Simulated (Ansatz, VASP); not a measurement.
**Two plane-wave programs on InAs**

```
In As
1.0
     0.00000    3.02400    3.11472
     3.02400    0.00000    3.11472
     3.02400    3.02400    0.00000
In As
1 1
Direct
  0.00000 0.00000 0.00000
  0.75000 0.75000 0.75000
```

Change from the starting cell: strain +0.0300 x Voigt [0, 0, 1, 0, 0, 0], atoms carried along.

Alike in both runs: task single point; functional PBE; k mesh 14 × 14 × 14; occupations gaussian, width 0.15 eV; no spin polarisation.

|  | VASP | Ansatz |
| --- | --- | --- |
| version | VASP 6.6.1 | Ansatz 0.2.0 |
| potentials or method | VASP PAW PBE potentials, release 64 (In_d, As), cutoff 520 eV | scalar-relativistic, plane waves, PAW |
| valence electrons in the cell | 18 | 28 |

|  | VASP | Ansatz | Ansatz less VASP |
| --- | --- | --- | --- |
| gap on the k mesh at the Fermi level (eV) | none | none | - |
| pressure (GPa) | 2.1 | 2.0 | -0.05 |
| traceless stress, the component that is largest in VASP (GPa) | -0.69 | -0.69 | -0.001 |

A gap of «none» marks a metal or a gap that the smearing closes. The functional is the same, so the differences come from potentials, cutoffs and numerics. VASP's potentials hold 18 valence electrons a cell and Ansatz's 28, so a difference there can come from the potentials and not from the codes.
